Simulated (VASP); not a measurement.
A run of VASP 6.6.1 is set up as follows.

The input INCAR:

```
  ALGO = Normal
  EDIFF = 1E-7
  ENCUT = 520
  GGA = PE
  ISIF = 2
  ISMEAR = 0
  LASPH = T
  LCHARG = F
  LREAL = F
  LWAVE = F
  NBANDS = 16
  NELM = 100
  PREC = Accurate
  SIGMA = 0.05
```

File KPOINTS:

```
k-points
0
Gamma
  10 10 10
```

POSCAR

```
ZnSe
1.0
    0.0000000000      2.8196875384      2.9606719153
    2.8196875384      0.0000000000      2.9606719153
    2.8196875384      2.8196875384      0.0000000000
Zn Se
1 1
Direct
    0.0000000000      0.0000000000      0.0000000000
    0.7500000000      0.7500000000      0.7500000000
```

Potentials or basis: VASP PAW PBE potentials, release 64 (Zn, Se).

Launch:

```sh
$ cat potpaw_PBE.64/Zn/POTCAR potpaw_PBE.64/Se/POTCAR > POTCAR
$ mpirun -np 1 vasp_std > vasp.out
```

(1) Estimate the pressure.

(2) What does it give for the band gap on the k mesh?

Results:

(1) 0.2 GPa.

(2) 1.08 eV, direct.
